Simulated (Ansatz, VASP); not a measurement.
# One calculation of BaS, two programs

The input POSCAR:

```
BaS
1.0
    0.0000000000      2.9382500000      2.9382500000
    2.9382500000      0.0000000000      2.9382500000
    2.9382500000      2.9382500000      0.0000000000
Ba S
1 1
Direct
    0.0000000000      0.0000000000      0.0000000000
    0.5000000000      0.5000000000      0.5000000000
```

The input INCAR.step1:

```
  ALGO = Normal
  EDIFF = 1E-4
  ENCUT = 520
  GGA = PE
  ISMEAR = 0
  LASPH = T
  LCHARG = F
  LREAL = F
  LWAVE = T
  NBANDS = 15
  NELM = 80
  PREC = Accurate
  SIGMA = 0.05
```

File INCAR.step2:

```
  ALGO = Normal
  EDIFF = 1E-6
  ENCUT = 520
  ISIF = 2
  ISMEAR = 0
  ISTART = 1
  LASPH = T
  LCHARG = F
  LMIXTAU = T
  LREAL = F
  LWAVE = F
  METAGGA = R2SCAN
  NBANDS = 15
  NELM = 80
  PREC = Accurate
  SIGMA = 0.05
```

The input KPOINTS:

```
k-points
0
Gamma
  6 6 6
```

Input for Ansatz:

```yaml
crystal:
  lattice:
    - [0.0, 2.93825, 2.93825]
    - [2.93825, 0.0, 2.93825]
    - [2.93825, 2.93825, 0.0]
  atoms:
    - { symbol: Ba, position: [0.0, 0.0, 0.0] }
    - { symbol: S, position: [0.5, 0.5, 0.5] }
basis:
  ecutwfc: 500
kpoints:
  mp_grid: { grid: [6, 6, 6] }
hamiltonian:
  xc: r2scan
scf:
  occupations: { method: gaussian, width: 0.05 }
output:
  forces: true
  stress: true
  eigenvalues: true
```

Change from the starting cell: strain -0.080 along x and y, -0.080 along z, atoms carried along.

Alike in both runs: task single point; functional r2SCAN; k mesh 6 × 6 × 6; occupations gaussian, width 0.05 eV; no spin polarisation.

|  | VASP | Ansatz |
| --- | --- | --- |
| version | VASP 6.6.1 | Ansatz 0.2.0 |
| potentials or method | VASP PAW PBE potentials, release 64 (Ba_sv, S), cutoff 520 eV | scalar-relativistic, plane waves, PAW |
| valence electrons in the cell | 16 | 16 |

Ansatz gave:

```
gap on the k mesh at the Fermi level (eV) : 1.81
least direct gap on the mesh (eV)         : 1.81
pressure (GPa)                            : 21.5
```

Problem. What did VASP give for the same quantities?

Solution. gap on the k mesh at the Fermi level (eV): 1.71; least direct gap on the mesh (eV): 1.71; pressure (GPa): 23.1.

VASP's potentials were made for PBE, not for r2SCAN.

Neither program's run includes spin-orbit coupling.
